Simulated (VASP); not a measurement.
# Cd (P6_3/mmc) in VASP: single point with BLYP

Aim: the single point of Cd with BLYP.

Program: VASP 6.6.1. These are calculated values, not measurements. Logs are shortened: lines on timing, memory, paths and dates and some standing lists are left out, and cuts for length are marked.

**1. The cell of the first run**

It takes space group P6_3/mmc (No. 194, hexagonal). The conventional cell has a = 2.968 Å, b = 2.968 Å, c = 6.152 Å, α = 90.00°, β = 90.00°, γ = 120.00°. Cd (site symmetry -6m2) has 12 Cd at 2.97 to 3.52 Å within 3.9 Å.

**2. Single point, BLYP (23.47 Å³/atom)**

INCAR reads:

```
SYSTEM = Cd
  PREC = Accurate
  ENCUT = 630
  EDIFF = 1E-6
  ISMEAR = -1
  SIGMA = 0.1
  LREAL = .False.
  LASPH = .True.
  NELM = 120
  ALGO = Normal
  ISIF = 2
  LWAVE = .False.
  LCHARG = .True.
  GGA = B5
  ALDAX = 1.0
  AGGAX = 1.0
  AGGAC = 1.0
  ALDAC = 0.0
  LELF = .True.
  LVHAR = .True.
  NBANDS = 27
  GGA_COMPAT = .False.
```

KPOINTS reads:

```
regular mesh
0
Gamma
  19 19 8
  0 0 0
```

POSCAR reads:

```
Cd
1.0
    2.9680723007      0.0000000000      0.0000000000
   -1.4840361503      2.5704260127      0.0000000000
    0.0000000000      0.0000000000      6.1522441122
Cd
2
Direct
    0.3333333333      0.6666666667      0.2500000000
    0.6666666667      0.3333333333      0.7500000000
```

Potentials or basis: VASP PAW PBE potentials, release 64 (Cd_sv_GW).

Launch:

```console
$ cat potpaw_PBE.64/Cd_sv_GW/POTCAR > POTCAR
$ mpirun -np 1 vasp_std > vasp.out
```

OUTCAR:

```text
SYSTEM = Cd
   PREC = Accurate
   ENCUT = 630
   EDIFF = 1E-6
   ISMEAR = -1
   LREAL = .False.
   LASPH = .True.
   NELM = 120
   ISIF = 2
   GGA = B5

 ion  position               nearest neighbor table
   1  0.333  0.667  0.250-
   2  0.667  0.333  0.750-

  LATTYP: Found a hexagonal cell.
 ALAT       =     2.9680723007
 C/A-ratio  =     2.0728080346

  Lattice vectors:

 A1 = (   2.9680723007,   0.0000000000,   0.0000000000)
 A2 = (  -1.4840361503,   2.5704260127,   0.0000000000)
 A3 = (   0.0000000000,   0.0000000000,   6.1522441122)

Analysis of symmetry for initial positions (statically):
=====================================================================
 Subroutine PRICEL returns:
 Original cell was already a primitive cell.

 Routine SETGRP: Setting up the symmetry group for a
 hexagonal supercell.

 Subroutine GETGRP returns: Found 24 space group operations
 (whereof 12 operations were pure point group operations)
 out of a pool of 24 trial point group operations.

The static configuration has the point symmetry D_3d.
 The point group associated with its full space group is D_6h.

Analysis of symmetry for dynamics (positions and initial velocities):
=====================================================================
 Subroutine PRICEL returns:
 Original cell was already a primitive cell.

 Routine SETGRP: Setting up the symmetry group for a
 hexagonal supercell.

 Subroutine GETGRP returns: Found 24 space group operations
 (whereof 12 operations were pure point group operations)
 out of a pool of 24 trial point group operations.

The dynamic configuration has the point symmetry D_3d.
 The point group associated with its full space group is D_6h.

 Subroutine INISYM returns: Found 24 space group operations
 (whereof 12 operations are pure point group operations),
 and found     1 'primitive' translations

----------------------------------------------------------------------------------------

                                     Primitive cell

  volume of cell :      46.9368

  direct lattice vectors                    reciprocal lattice vectors
     2.968072301  0.000000000  0.000000000     0.336919016  0.194520285  0.000000000
    -1.484036150  2.570426013  0.000000000     0.000000000  0.389040570  0.000000000
     0.000000000  0.000000000  6.152244112     0.000000000  0.000000000  0.162542315

  length of vectors
     2.968072301  2.968072301  6.152244112     0.389040570  0.389040570  0.162542315

  position of ions in fractional coordinates (direct lattice)
     0.333333333  0.666666667  0.250000000
     0.666666667  0.333333333  0.750000000

  ion indices of the primitive-cell ions
   primitive index   ion index
                 1           1
                 2           2

----------------------------------------------------------------------------------------

 KPOINTS: regular mesh

Automatic generation of k-mesh.
 Grid dimensions read from file:
 generate k-points for:   19   19    8

 Generating k-lattice:

  Cartesian coordinates                     Fractional coordinates (reciprocal lattice)
     0.017732580  0.010237910  0.000000000     0.052631579 -0.000000000  0.000000000
     0.000000000  0.020475819  0.000000000     0.000000000  0.052631579  0.000000000
     0.000000000  0.000000000  0.020317789     0.000000000  0.000000000  0.125000000

  Length of vectors
     0.020475819  0.020475819  0.020317789

  Shift w.r.t. Gamma in fractional coordinates (k-lattice)
     0.000000000  0.000000000  0.000000000

 Subroutine IBZKPT returns following result:
 ===========================================

 Found    200 irreducible k-points:

 Following reciprocal coordinates:
            Coordinates               Weight
  0.000000  0.000000  0.000000      1.000000
  0.052632  0.000000  0.000000      6.000000
  0.105263  0.000000  0.000000      6.000000
  0.157895  0.000000  0.000000      6.000000
  0.210526  0.000000  0.000000      6.000000
  0.263158 -0.000000  0.000000      6.000000
[... 16 lines left out ...]
  0.263158  0.105263  0.000000     12.000000
  0.315789  0.105263  0.000000     12.000000
 [... further k-points ...]
   k-points           NKPTS =    200   k-points in BZ     NKDIM =    200   number of bands    NBANDS=     27
   number of dos      NEDOS =    301   number of ions     NIONS =      2
   total plane-waves  NPLWV =  28800
   dimension x,y,z NGX =    24 NGY =   24 NGZ =   50
   dimension x,y,z NGXF=    48 NGYF=   48 NGZF=  100
   ions per type =               2
   NGX,Y,Z   is equivalent  to a cutoff of  13.44, 13.44, 13.51 a.u.
   NGXF,Y,Z  is equivalent  to a cutoff of  26.89, 26.89, 27.02 a.u.
 SYSTEM =  Cd
   PREC   = accura    normal or accurate (medium, high low for compatibility)
   ISTART =      0    job   : 0-new  1-cont  2-samecut
   ICHARG =      2    charge: 1-file 2-atom 10-const
   ISPIN  =      1    spin polarized calculation?
   LNONCOLLINEAR =      F non collinear calculations
   LSORBIT =      F    spin-orbit coupling
   LASPH  =      T    aspherical Exc in radial PAW
   ENCUT  =  630.0 eV  46.30 Ry    6.80 a.u.   6.07  6.07 12.59*2*pi/ulx,y,z
   NELM   =    120;   NELMIN=  2; NELMDL= -5     # of ELM steps
   EDIFF  = 0.1E-05   stopping-criterion for ELM
   LREAL  =      F    real-space projection
   EDIFFG = 0.1E-04   stopping-criterion for IOM
   NSW    =      0    number of steps for IOM
   IBRION =     -1    ionic relax: 0-MD 1-quasi-New 2-CG
   NFREE  =      0    steps in history (QN), initial steepest desc. (CG)
   ISIF   =      2    stress and relaxation
   ISYM   =      2    0-nonsym 1-usesym 2-fastsym
   POTIM  = 0.5000    time-step for ionic-motion
   TEBEG  =    0.0;   TEEND  =   0.0 temperature during run
   PSTRESS=    0.0 pullay stress
   NELECT =      40.0000    total number of electrons
   NUPDOWN=      -1.0000    fix difference up-down
   EMIN   =  10.00;   EMAX   =-10.00  energy-range for DOS
   EFERMI =   0.00;   METHOD = LEGACY
   ISMEAR =    -1;   SIGMA  =   0.10  broadening in eV -4-tet -1-fermi 0-gaus
   EFERMI_NEDOS =   21; number of points for ismear=-14 and -15
   IALGO  =     38    algorithm
   IMIX   =      4    mixing-type and parameters
     AMIX     =   0.40;   BMIX     =  1.00
     AMIX_MAG =   1.60;   BMIX_MAG =  1.00
  volume/ion in A,a.u.               =      23.47       158.37
  Fermi-wavevector in a.u.,A,eV,Ry     =   1.552115  2.933071 32.777247  2.409060
  Thomas-Fermi vector in A             =   2.656536
   LORBIT       =      0    0 simple, 1 ext, 2 COOP (PROOUT), +10 PAW based schemes
   GGA     = B5    functional components
   LHFCALC =     F    Hartree Fock is set to
   AEXX    =    0.0000 exact exchange contribution
   IVDW    =     0    specifies the selected vdW correction
   LEPSILON=     F    determine dielectric tensor
   LRPA    =     F    only Hartree local field effects (RPA)
 non-spin polarized calculation
  energy-cutoff  :      630.00
  volume of cell :       46.94
 maximum number of plane-waves:      1718
   NGX = 13   NGY = 13   NGZ = 25

 number of electron      40.0000016 magnetization

 Free energy of the ion-electron system (eV)
  ---------------------------------------------------
  ext. energy  EPLUGINS =         0.00000000
  ---------------------------------------------------
  free energy    TOTEN  =        -0.29541398 eV

  energy without entropy =       -0.27749665  energy(sigma->0) =       -0.28645532

 E-fermi :   6.1733     XC(G=0): -10.2581

 val. band max:        6.1500626490   @ k =   0.3684   0.2632   0.1250
 cond. band min:       6.1938607281   @ k =   0.3158   0.3158   0.2500
 fundamental gap:      0.0437980792
 Fermi energy:         6.1732531569

 k-point     1 :       0.0000    0.0000    0.0000
  band No.  band energies     occupation
      1     -96.5997      2.00000
      2     -96.5993      2.00000
      3     -57.8609      2.00000
      4     -57.8531      2.00000
      5     -57.8214      2.00000
      6     -57.8214      2.00000
[... 19 lines left out ...]
     26      21.3639      0.00000
     27      21.3906      0.00000

 k-point     2 :       0.0526    0.0000    0.0000
  band No.  band energies     occupation
      1     -96.5996      2.00000
      2     -96.5992      2.00000
      3     -57.8607      2.00000
      4     -57.8530      2.00000
      5     -57.8230      2.00000
      6     -57.8223      2.00000
[... 19 lines left out ...]
     26      20.7803      0.00000
     27      21.7130      0.00000

 k-point     3 :       0.1053    0.0000    0.0000
  band No.  band energies     occupation
      1     -96.5992      2.00000
      2     -96.5989      2.00000
      3     -57.8601      2.00000
      4     -57.8526      2.00000
      5     -57.8273      2.00000
      6     -57.8266      2.00000
[... 19 lines left out ...]
     26      20.3461      0.00000
     27      21.5047      0.00000

 k-point     4 :       0.1579    0.0000    0.0000
  band No.  band energies     occupation
      1     -96.5987      2.00000
      2     -96.5984      2.00000
      3     -57.8592      2.00000
      4     -57.8522      2.00000
      5     -57.8340      2.00000
      6     -57.8333      2.00000
[... 19 lines left out ...]
     26      19.7608      0.00000
     27      20.4651      0.00000

 k-point     5 :       0.2105    0.0000    0.0000
  band No.  band energies     occupation
      1     -96.5980      2.00000
      2     -96.5977      2.00000
      3     -57.8580      2.00000
      4     -57.8516      2.00000
      5     -57.8423      2.00000
      6     -57.8417      2.00000
[... 19 lines left out ...]
     26      18.9089      0.00000
     27      19.1398      0.00000

 k-point     6 :       0.2632   -0.0000    0.0000
  band No.  band energies     occupation
      1     -96.5972      2.00000
      2     -96.5970      2.00000
      3     -57.8566      2.00000
      4     -57.8513      2.00000
      5     -57.8510      2.00000
      6     -57.8507      2.00000
[... 444 lines left out ...]
      1     -96.5977      2.00000
      2     -96.5974      2.00000
      3     -57.8575      2.00000
      4     -57.8514      2.00000
      5     -57.8445      2.00000
      6     -57.8441      2.00000
[... 19 lines left out ...]
     26      18.6778      0.00000
     27      19.0293      0.00000

 k-point    22 :       0.2105    0.1053    0.0000
  band No.  band energies     occupation
      1     -96.5970      2.00000
      2     -96.5968      2.00000
      3     -57.8562      2.00000
      4     -57.8525      2.00000
      5     -57.8520      2.00000
      6     -57.8509      2.00000
[... 19 lines left out ...]
     26      17.8533      0.00000
     27      18.1002      0.00000

 k-point    23 :       0.2632    0.1053    0.0000
  band No.  band energies     occupation
      1     -96.5963      2.00000
      2     -96.5961      2.00000
      3     -57.8602      2.00000
      4     -57.8598      2.00000
      5     -57.8549      2.00000
      6     -57.8504      2.00000
[... 19 lines left out ...]
     26      17.5177      0.00000
     27      17.7875      0.00000

 k-point    24 :       0.3158    0.1053    0.0000
  band No.  band energies     occupation
      1     -96.5957      2.00000
      2     -96.5956      2.00000
      3     -57.8670      2.00000
      4     -57.8664      2.00000
      5     -57.8537      2.00000
      6     -57.8501      2.00000
[... 19 lines left out ...]
     26      17.0156      0.00000
     27      18.2459      0.00000

 [... further k-points ...]
[... 5 lines left out ...]
  --------------------------------------------------------------------------------------
  -------------------------------------------------------------------------------------
  Total        1.4925118      1.4925118      0.9247287      0.0000000      0.0000000      0.0000000
  in kB       50.9466023     50.9466023     31.5654344      0.0000000      0.0000000      0.0000000
  external PRESSURE =      44.4862130 kB  Pullay stress =       0.0000000 kB

 VOLUME and BASIS-vectors are now :
 -----------------------------------------------------------------------------
  energy-cutoff  :      630.00
  volume of cell :       46.94
      direct lattice vectors                 reciprocal lattice vectors
     2.968072301  0.000000000  0.000000000     0.336919016  0.194520285  0.000000000
    -1.484036150  2.570426013  0.000000000     0.000000000  0.389040570  0.000000000
     0.000000000  0.000000000  6.152244112     0.000000000  0.000000000  0.162542315

 POSITION                                       TOTAL-FORCE (eV/Angst)
 -----------------------------------------------------------------------------------
     -0.00000      1.71362      1.53806         0.000000      0.000000      0.000000
      1.48404      0.85681      4.61418        -0.000000     -0.000000     -0.000000
 -----------------------------------------------------------------------------------
    total drift:                               -0.000000      0.000000      0.000000

  FREE ENERGIE OF THE ION-ELECTRON SYSTEM (eV)
  ---------------------------------------------------
  free  energy   TOTEN  =        -0.2954139793 eV

  energy  without entropy=       -0.2774966529  energy(sigma->0) =       -0.28645532
```

It took 3.3 min on 1 thread of Intel Xeon Platinum 8259CL at 2.50GHz (Skylake/Cascade Lake), shared host; peak memory 0.43 GiB.

What came out:

* Free energy: -0.2954 eV
* Pressure: 4.4 GPa
* Band gap on the k mesh: zero (bands 20 and 21 overlap by 4.13 eV)

Stress tensor (GPa, compression positive):
```
5.09 0.00 0.00
0.00 5.09 0.00
0.00 0.00 3.16
```

Caveat: the cell stands under pressure; the PAW data sets were made with another functional, which shifts forces and pressure a little.

The gap in the log of VASP goes by the Fermi energy; the results here count the filled bands.